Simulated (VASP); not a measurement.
Write the native input for VASP 6.6.1 that does the following.

```yaml
Task: density of states
Functional: PBEsol
Potentials_or_basis: VASP PAW PBE potentials, release 64 (Ga_d, P)
Cutoff: 520 eV
k_mesh: 8 × 8 × 8
Occupations: gaussian, width 0.02 eV
Spin: no spin polarisation
Dipole_correction: no
k_mesh_for_the_DOS: 12 × 12 × 12
Occupations_for_the_DOS: tetrahedron
Further_INCAR_settings: ALGO = Normal; EDIFF = 1e-06
```

Crystal: GaP.

```
Ga P
1.0
     0.00000    2.75254    2.75254
     2.75254    0.00000    2.75254
     2.75254    2.75254    0.00000
Ga P
1 1
Cartesian
  0.0000 0.0000 0.0000
  1.3763 1.3763 1.3763
```

These files were run (other wordings do the same):

POSCAR

```
GaP
1.0
    0.0000000000      2.7525368107      2.7525368107
    2.7525368107      0.0000000000      2.7525368107
    2.7525368107      2.7525368107      0.0000000000
Ga P
1 1
Direct
    0.0000000000      0.0000000000      0.0000000000
    0.2500000000      0.2500000000      0.2500000000
```

INCAR.step1

```
SYSTEM = GaP
ALGO = Normal
EDIFF = 1E-6
ENCUT = 520
GGA = PS
ISIF = 2
ISMEAR = 0
LASPH = .True.
LCHARG = .True.
LREAL = .False.
LWAVE = .False.
NBANDS = 16
NELM = 100
PREC = Accurate
SIGMA = 0.02
```

KPOINTS.step1

```
k-points
0
Gamma
  8 8 8
  0 0 0
```

INCAR.step2

```
SYSTEM = GaP
ALGO = Normal
EDIFF = 1E-6
ENCUT = 520
GGA = PS
ICHARG = 11
ISIF = 2
ISMEAR = -5
LASPH = .True.
LCHARG = .False.
LORBIT = 11
LREAL = .False.
LWAVE = .False.
NEDOS = 1001
NELM = 100
PREC = Accurate
SIGMA = 0.02
```

KPOINTS.step2

```
k-points
0
Gamma
  12 12 12
  0 0 0
```

Potentials or basis: VASP PAW PBE potentials, release 64 (Ga_d, P).

Launch:

```console
$ cat potpaw_PBE.64/Ga_d/POTCAR potpaw_PBE.64/P/POTCAR > POTCAR
$ cp INCAR.step1 INCAR
$ cp KPOINTS.step1 KPOINTS
$ mpirun -np 1 vasp_std > vasp.out
$ cp INCAR.step2 INCAR
$ cp KPOINTS.step2 KPOINTS
$ mpirun -np 1 vasp_std > vasp.out
```

Results of the run:

```yaml
Valence_electrons_inside_the_program's_atomic_spheres: Ga 11.69; P 2.51
```

It took 32 s on 1 thread of Intel(R) Xeon(R) Platinum 8488C (Sapphire Rapids), with other jobs on the host, peak memory 0.18 GiB.
